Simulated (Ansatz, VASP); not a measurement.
# SiGe: VASP beside Ansatz

Contents of INCAR:

```
  ALGO = Normal
  EDIFF = 1E-6
  ENCUT = 520
  ISIF = 2
  ISMEAR = 0
  LASPH = True
  LCHARG = True
  LELF = True
  LREAL = False
  LVHAR = True
  LWAVE = False
  NBANDS = 26
  NELM = 100
  PREC = Accurate
  SIGMA = 0.03
```

File KPOINTS:

```
k-points
0
Gamma
  12 12 6
```

POSCAR

```
SiGe
1.0
    3.8347660222      0.0000000000      0.0000000000
   -1.9173830111      3.3210047928      0.0000000000
    0.0000000000      0.0000000000      6.3373575767
Si Ge
2 2
Direct
    0.6666666667      0.3333333333      0.8745031008
    0.3333333333      0.6666666667      0.3745031008
    0.6666666667      0.3333333333      0.5083148150
    0.3333333333      0.6666666667      0.0083148150
```

Input for Ansatz:

```yaml
crystal:
  lattice:
    - [3.8347660222, 0.0, 0.0]
    - [-1.9173830111, 3.3210047928, 0.0]
    - [0.0, 0.0, 6.3373575767]
  atoms:
    - { symbol: Si, position: [0.6666666667, 0.3333333333, 0.8745031008] }
    - { symbol: Si, position: [0.3333333333, 0.6666666667, 0.3745031008] }
    - { symbol: Ge, position: [0.6666666667, 0.3333333333, 0.508314815] }
    - { symbol: Ge, position: [0.3333333333, 0.6666666667, 0.008314815] }
basis:
  ecutwfc: 420
kpoints:
  mp_grid: { grid: [12, 12, 6] }
hamiltonian:
  xc: lda
  pseudopotentials: { kind: paw, azcp: { folder: soft_1 } }
scf:
  occupations: { method: gaussian, width: 0.03 }
output:
  forces: true
  stress: true
  eigenvalues: true
  write_density: true
  write_potential: true
  elf: true
  volumetric_format: npy
```

Alike in both runs: task single point; functional LDA; k mesh 12 × 12 × 6; occupations gaussian, width 0.03 eV; no spin polarisation.

|  | VASP | Ansatz |
| --- | --- | --- |
| version | VASP 6.6.1 | Ansatz 0.2.0 |
| potentials or method | VASP PAW LDA potentials, release 64 (Si, Ge_d), cutoff 520 eV | scalar-relativistic, plane waves, PAW |
| valence electrons in the cell | 36 | 36 |

VASP gave:

- gap on the k mesh at the Fermi level (eV): 0.18
- least direct gap on the mesh (eV): 0.48
- pressure (GPa): 2.6
- traceless stress, the component that is largest in VASP (GPa): 2.43
- rms of the force components (eV/Å): 0.397

**Question.** What did Ansatz give for the same quantities?

**Answer.** gap on the k mesh at the Fermi level (eV): 0.18; least direct gap on the mesh (eV): 0.47; pressure (GPa): 2.5; traceless stress, the component that is largest in VASP (GPa): 2.42; rms of the force components (eV/Å): 0.396.

Ansatz warns that its potentials were made for another functional, while VASP's fit it. LDA's correlation is that of Perdew and Zunger in VASP and of Perdew and Wang (1992) in Ansatz. Atom by atom the forces differ by 0.000 eV/Å (rms over components).
